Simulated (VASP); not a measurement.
The system is Si.

```xyz
1
Lattice="-1.5874 1.5874 1.5874 1.5874 -1.5874 1.5874 1.5874 1.5874 -1.5874" Properties=species:S:1:pos:R:3 pbc="T T T"
Si    0.0000    0.0000    0.0000
```

```yaml
Program: VASP 6.6.1
Task: relaxation of cell and atoms
Functional: PBEsol
Potentials_or_basis: VASP PAW PBE potentials, release 64 (Si)
Cutoff: 600 eV
k_mesh: 19 × 19 × 19
Occupations: fermi-dirac, width 0.1 eV
Spin: no spin polarisation
```

At the start: pressure -8.9 GPa; volume 16.00 Å³/atom.

**Question.** Where does the relaxation end?

**Answer.** Over 3 steps the energy falls by 52.4 meV/atom and the volume is 14.29 Å³/atom (-10.7 %); space group Im-3m (No. 229, to 0.05 Å).

The path:
```tsv
step	energy change (eV)	largest force (eV/Å)	pressure (GPa)	volume (Å³)
1	0.0000	0.0000	-8.92	16.00
2	-0.0507	0.0000	2.02	14.02
3	-0.0524	0.0000	0.04	14.29
```

Final structure:
```cif
data_structure
_symmetry_space_group_name_H-M 'P 1'
_symmetry_Int_Tables_number 1
_cell_length_a 2.6480
_cell_length_b 2.6480
_cell_length_c 2.6480
_cell_angle_alpha 109.471
_cell_angle_beta 109.471
_cell_angle_gamma 109.471
_cell_volume 14.29
loop_
_atom_site_label
_atom_site_type_symbol
_atom_site_fract_x
_atom_site_fract_y
_atom_site_fract_z
_atom_site_occupancy
Si1 Si 0.00000 0.00000 0.00000 1
```

Caveat: the PAW data sets were made with another functional, which shifts forces and pressure a little.
